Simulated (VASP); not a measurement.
# ZnS (Pmn2_1) in VASP: single point with PBE

Aim: the single point of ZnS with PBE.

Program: VASP 6.6.1. These are calculated values, not measurements. Logs are shortened: lines on timing, memory, paths and dates and some standing lists are left out, and cuts for length are marked.

### 1 The cell of the first run

The structure is orthorhombic, space group Pmn2_1 (No. 31). Conventional cell: a = 3.849 Å, b = 11.397 Å, c = 5.443 Å, α = 90.00°, β = 90.00°, γ = 90.00°. Within 3.0 Å of Zn (site symmetry m) lie 4 S at 2.24 to 2.36 Å. Zn (site symmetry m) has 4 S at 2.36 Å within 3.1 Å. Zn (site symmetry m) has 4 S at 2.36 Å within 3.1 Å. Within 3.1 Å of S (site symmetry m) lie 4 Zn at 2.36 Å. S (site symmetry m) has 4 Zn at 2.36 Å within 3.1 Å. Within 3.0 Å of S (site symmetry m) lie 4 Zn at 2.24 to 2.36 Å.

### 2 Single point, PBE (the distance across one plane changed)

File INCAR:

```
PREC = Accurate ; ENCUT = 520
EDIFF = 1E-6 ; ISMEAR = 0
SIGMA = 0.05 ; LREAL = F
LASPH = T ; NELM = 100
ALGO = Normal ; ISIF = 2
LWAVE = F ; LCHARG = T
GGA = PE ; LELF = T
LVHAR = T ; NBANDS = 66
```

File KPOINTS:

```
Automatic mesh
0
Gamma
  5 7 3
```

File POSCAR:

```
ZnS
1.0
    5.4431279699      0.0000000000      0.0000000000
    0.0000000000      2.7215639849     -2.7215639849
    0.0000000000      8.0586259376      8.0586259376
Zn S
6 6
Direct
    0.5000000000      0.5000000000      0.0844132639
    0.0000000000      0.0000000000      0.2532735638
    0.5000000000      0.5000000000      0.4221338637
    0.0000000000      0.0000000000      0.5909941636
    0.5000000000      0.5000000000      0.7598544634
    0.0000000000      0.0000000000      0.9287147633
    0.7500000000      0.0000000000      0.4221338637
    0.2500000000      0.5000000000      0.5909941636
    0.7500000000      0.0000000000      0.7598544634
    0.2500000000      0.5000000000      0.9287147633
    0.7500000000      0.0000000000      0.0844132639
    0.2500000000      0.5000000000      0.2532735638
```

Potentials or basis: VASP PAW PBE potentials, release 64 (Zn, S).

The run is started by

```bash
$ cat potpaw_PBE.64/Zn/POTCAR potpaw_PBE.64/S/POTCAR > POTCAR
$ mpirun -np 1 vasp_std > vasp.out
```

OUTCAR:

```text
PREC = Accurate
   ENCUT = 520
   EDIFF = 1E-6
   ISMEAR = 0
   LREAL = F
   LASPH = T
   NELM = 100
   ISIF = 2
   GGA = PE

 ion  position               nearest neighbor table
   1  0.500  0.500  0.084-  10 2.24  11 2.36  11 2.36  12 2.36
   2  0.000  0.000  0.253-  12 2.36  12 2.36   7 2.36  11 2.36
   3  0.500  0.500  0.422-   7 2.36   7 2.36  12 2.36   8 2.36
   4  0.000  0.000  0.591-   9 2.36   8 2.36   8 2.36   7 2.36
   5  0.500  0.500  0.760-   8 2.36   9 2.36   9 2.36  10 2.36
   6  0.000  0.000  0.929-  11 2.24  10 2.36  10 2.36   9 2.36
   7  0.750  0.000  0.422-   3 2.36   3 2.36   2 2.36   4 2.36
   8  0.250  0.500  0.591-   5 2.36   4 2.36   4 2.36   3 2.36
   9  0.750  0.000  0.760-   4 2.36   5 2.36   5 2.36   6 2.36
  10  0.250  0.500  0.929-   1 2.24   6 2.36   6 2.36   5 2.36
  11  0.750  0.000  0.084-   6 2.24   1 2.36   1 2.36   2 2.36
  12  0.250  0.500  0.253-   2 2.36   2 2.36   3 2.36   1 2.36

  LATTYP: Found a simple orthorhombic cell.
 ALAT       =     3.8488726983
 B/A-ratio  =     1.4142135624
 C/A-ratio  =     2.9610275497

  Lattice vectors:

 A1 = (   0.0000000000,  -2.7215639849,   2.7215639849)
 A2 = (   5.4431279699,   0.0000000000,   0.0000000000)
 A3 = (   0.0000000000,   8.0586259376,   8.0586259376)

Analysis of symmetry for initial positions (statically):
=====================================================================
 Subroutine PRICEL returns:
 Original cell was already a primitive cell.

 Routine SETGRP: Setting up the symmetry group for a
 simple orthorhombic supercell.

 Subroutine GETGRP returns: Found  4 space group operations
 (whereof  2 operations were pure point group operations)
 out of a pool of  8 trial point group operations.

The static configuration has the point symmetry C_1h.
 The point group associated with its full space group is C_2v.

Analysis of symmetry for dynamics (positions and initial velocities):
=====================================================================
 Subroutine PRICEL returns:
 Original cell was already a primitive cell.

 Routine SETGRP: Setting up the symmetry group for a
 simple orthorhombic supercell.

 Subroutine GETGRP returns: Found  4 space group operations
 (whereof  2 operations were pure point group operations)
 out of a pool of  8 trial point group operations.

The dynamic configuration has the point symmetry C_1h.
 The point group associated with its full space group is C_2v.

 Subroutine INISYM returns: Found  4 space group operations
 (whereof  2 operations are pure point group operations),
 and found     1 'primitive' translations

----------------------------------------------------------------------------------------

                                     Primitive cell

  volume of cell :     238.7581

  direct lattice vectors                    reciprocal lattice vectors
     5.443127970  0.000000000  0.000000000     0.183717893  0.000000000  0.000000000
     0.000000000  2.721563985 -2.721563985     0.000000000  0.183717893 -0.183717893
     0.000000000  8.058625938  8.058625938     0.000000000  0.062045317  0.062045317

  length of vectors
     5.443127970  3.848872698 11.396618095     0.183717893  0.259816335  0.087745329

  position of ions in fractional coordinates (direct lattice)
     0.500000000  0.500000000  0.084413264
     0.000000000  0.000000000  0.253273564
     0.500000000  0.500000000  0.422133864
     0.000000000  0.000000000  0.590994164
     0.500000000  0.500000000  0.759854463
     0.000000000  0.000000000  0.928714763
     0.750000000  0.000000000  0.422133864
     0.250000000  0.500000000  0.590994164
     0.750000000  0.000000000  0.759854463
     0.250000000  0.500000000  0.928714763
     0.750000000  0.000000000  0.084413264
     0.250000000  0.500000000  0.253273564

  ion indices of the primitive-cell ions
   primitive index   ion index
                 1           1
                 2           2
                 3           3
                 4           4
                 5           5
                 6           6
                 7           7
                 8           8
                 9           9
                10          10
                11          11
                12          12

----------------------------------------------------------------------------------------

 KPOINTS: Automatic mesh

Automatic generation of k-mesh.
 Grid dimensions read from file:
 generate k-points for:    5    7    3

 Generating k-lattice:

  Cartesian coordinates                     Fractional coordinates (reciprocal lattice)
     0.036743579  0.000000000  0.000000000     0.200000000  0.000000000  0.000000000
     0.000000000  0.026245413 -0.026245413     0.000000000  0.142857143  0.000000000
     0.000000000  0.020681772  0.020681772     0.000000000  0.000000000  0.333333333

  Length of vectors
     0.036743579  0.037116619  0.029248443

  Shift w.r.t. Gamma in fractional coordinates (k-lattice)
     0.000000000  0.000000000  0.000000000

 Subroutine IBZKPT returns following result:
 ===========================================

 Found     24 irreducible k-points:

 Following reciprocal coordinates:
            Coordinates               Weight
  0.000000  0.000000  0.000000      1.000000
  0.200000  0.000000  0.000000      2.000000
  0.400000  0.000000  0.000000      2.000000
  0.000000  0.142857  0.000000      2.000000
  0.200000  0.142857  0.000000      4.000000
  0.400000  0.142857  0.000000      4.000000
[... 16 lines left out ...]
  0.200000  0.428571  0.333333      8.000000
  0.400000  0.428571  0.333333      8.000000
   k-points           NKPTS =     24   k-points in BZ     NKDIM =     24   number of bands    NBANDS=     66
   number of dos      NEDOS =    301   number of ions     NIONS =     12
   total plane-waves  NPLWV = 108000
   dimension x,y,z NGX =    40 NGY =   30 NGZ =   90
   dimension x,y,z NGXF=    80 NGYF=   60 NGZF=  180
   ions per type =               6   6
   NGX,Y,Z   is equivalent  to a cutoff of  12.22, 12.96, 13.13 a.u.
   NGXF,Y,Z  is equivalent  to a cutoff of  24.43, 25.92, 26.26 a.u.
 SYSTEM =  unknown system
   PREC   = accura    normal or accurate (medium, high low for compatibility)
   ISTART =      0    job   : 0-new  1-cont  2-samecut
   ICHARG =      2    charge: 1-file 2-atom 10-const
   ISPIN  =      1    spin polarized calculation?
   LNONCOLLINEAR =      F non collinear calculations
   LSORBIT =      F    spin-orbit coupling
   LASPH  =      T    aspherical Exc in radial PAW
   ENCUT  =  520.0 eV  38.22 Ry    6.18 a.u.  10.12  7.16 21.19*2*pi/ulx,y,z
   NELM   =    100;   NELMIN=  2; NELMDL= -5     # of ELM steps
   EDIFF  = 0.1E-05   stopping-criterion for ELM
   LREAL  =      F    real-space projection
   EDIFFG = 0.1E-04   stopping-criterion for IOM
   NSW    =      0    number of steps for IOM
   IBRION =     -1    ionic relax: 0-MD 1-quasi-New 2-CG
   NFREE  =      0    steps in history (QN), initial steepest desc. (CG)
   ISIF   =      2    stress and relaxation
   ISYM   =      2    0-nonsym 1-usesym 2-fastsym
   POTIM  = 0.5000    time-step for ionic-motion
   TEBEG  =    0.0;   TEEND  =   0.0 temperature during run
   PSTRESS=    0.0 pullay stress
   NELECT =     108.0000    total number of electrons
   NUPDOWN=      -1.0000    fix difference up-down
   EMIN   =  10.00;   EMAX   =-10.00  energy-range for DOS
   EFERMI =   0.00;   METHOD = LEGACY
   ISMEAR =     0;   SIGMA  =   0.05  broadening in eV -4-tet -1-fermi 0-gaus
   EFERMI_NEDOS =   21; number of points for ismear=-14 and -15
   IALGO  =     38    algorithm
   IMIX   =      4    mixing-type and parameters
     AMIX     =   0.40;   BMIX     =  1.00
     AMIX_MAG =   1.60;   BMIX_MAG =  1.00
  volume/ion in A,a.u.               =      19.90       134.27
  Fermi-wavevector in a.u.,A,eV,Ry     =   1.256695  2.374810 21.487457  1.579284
  Thomas-Fermi vector in A             =   2.390391
   LORBIT       =      0    0 simple, 1 ext, 2 COOP (PROOUT), +10 PAW based schemes
   GGA     = PE    functional components
   LHFCALC =     F    Hartree Fock is set to
   AEXX    =    0.0000 exact exchange contribution
   IVDW    =     0    specifies the selected vdW correction
   LEPSILON=     F    determine dielectric tensor
   LRPA    =     F    only Hartree local field effects (RPA)
 non-spin polarized calculation
 Gauss-broadening in eV      SIGMA  =   0.05
  energy-cutoff  :      520.00
  volume of cell :      238.76
 maximum number of plane-waves:      6453
   NGX = 21   NGY = 15   NGZ = 43

 number of electron     107.9999953 magnetization

 Free energy of the ion-electron system (eV)
  ---------------------------------------------------
  ext. energy  EPLUGINS =         0.00000000
  ---------------------------------------------------
  free energy    TOTEN  =       -41.00804597 eV

  energy without entropy =      -41.00804597  energy(sigma->0) =      -41.00804597

 E-fermi :   2.3143     XC(G=0):  -9.5888

 val. band max:        2.0634336245   @ k =   0.0000   0.0000   0.0000
 cond. band min:       4.1010315792   @ k =   0.0000   0.0000   0.0000
 fundamental gap:      2.0375979547
 Fermi energy:         2.3143151788

 k-point     1 :       0.0000    0.0000    0.0000
  band No.  band energies     occupation
      1     -11.0888      2.00000
      2     -10.5972      2.00000
      3     -10.5047      2.00000
      4      -9.9712      2.00000
      5      -9.8793      2.00000
      6      -9.8090      2.00000
[... 58 lines left out ...]
     65       8.3908      0.00000
     66       8.5322      0.00000

 k-point     2 :       0.2000    0.0000    0.0000
  band No.  band energies     occupation
      1     -10.9913      2.00000
      2     -10.5320      2.00000
      3     -10.4471      2.00000
      4     -10.0651      2.00000
      5      -9.9361      2.00000
      6      -9.9160      2.00000
[... 1576 lines left out ...]
     65       8.4640      0.00000
     66       8.6824      0.00000

------------------------ aborting loop because EDIFF is reached ----------------------------------------

  FORCE on cell =-STRESS in cart. coord.  units (eV):
  Direction    XX          YY          ZZ          XY          YZ          ZX
  --------------------------------------------------------------------------------------
  -------------------------------------------------------------------------------------
  Total        1.7501154      2.0418443      2.0418443      0.0000000      1.5220478      0.0000000
  in kB       11.7440848     13.7017211     13.7017211      0.0000000     10.2136456      0.0000000
  external PRESSURE =      13.0491757 kB  Pullay stress =       0.0000000 kB

 VOLUME and BASIS-vectors are now :
 -----------------------------------------------------------------------------
  energy-cutoff  :      520.00
  volume of cell :      238.76
      direct lattice vectors                 reciprocal lattice vectors
     5.443127970  0.000000000  0.000000000     0.183717893  0.000000000  0.000000000
     0.000000000  2.721563985 -2.721563985     0.000000000  0.183717893 -0.183717893
     0.000000000  8.058625938  8.058625938     0.000000000  0.062045317  0.062045317

 POSITION                                       TOTAL-FORCE (eV/Angst)
 -----------------------------------------------------------------------------------
      2.72156      2.04104     -0.68053         0.335572      0.394360      0.394360
      0.00000      2.04104      2.04104         0.008491      0.034227      0.034227
      2.72156      4.76260      2.04104        -0.012577     -0.000935     -0.000935
      0.00000      4.76260      4.76260        -0.012577      0.000935      0.000935
      2.72156      7.48416      4.76260         0.008491     -0.034227     -0.034227
      0.00000      7.48416      7.48416         0.335572     -0.394360     -0.394360
      4.08235      3.40182      3.40182         0.002701     -0.009676     -0.009676
      1.36078      6.12338      3.40182         0.002701      0.009676      0.009676
      4.08235      6.12338      6.12338         0.029350     -0.075622     -0.075622
      1.36078      8.84495      6.12338        -0.363538     -0.546587     -0.546587
      4.08235      0.68025      0.68025        -0.363538      0.546587      0.546587
      1.36078      3.40182      0.68025         0.029350      0.075622      0.075622
 -----------------------------------------------------------------------------------
    total drift:                               -0.000299      0.000135      0.000135

  FREE ENERGIE OF THE ION-ELECTRON SYSTEM (eV)
  ---------------------------------------------------
  free  energy   TOTEN  =       -41.0080459706 eV

  energy  without entropy=      -41.0080459706  energy(sigma->0) =      -41.00804597
```

Run time: 11 min. Hardware: 1 thread of Intel Xeon Platinum 8259CL at 2.50GHz (Skylake/Cascade Lake), shared host; peak memory 0.47 GiB.

Results:

* Free energy: -41.0080 eV
* Pressure: 1.3 GPa
* Largest force: 0.854 eV/Å
* Band gap on the k mesh: 2.04 eV

Forces on the atoms (eV/Å):
```
Zn   0.336  0.394  0.394
Zn   0.008  0.034  0.034
Zn  -0.013 -0.001 -0.001
Zn  -0.013  0.001  0.001
Zn   0.008 -0.034 -0.034
Zn   0.336 -0.394 -0.394
S    0.003 -0.010 -0.010
S    0.003  0.010  0.010
S    0.029 -0.076 -0.076
S   -0.364 -0.547 -0.547
S   -0.364  0.547  0.547
S    0.029  0.076  0.076
```

Caveat: the cell differs from its parent crystal (the distance across one plane changed).
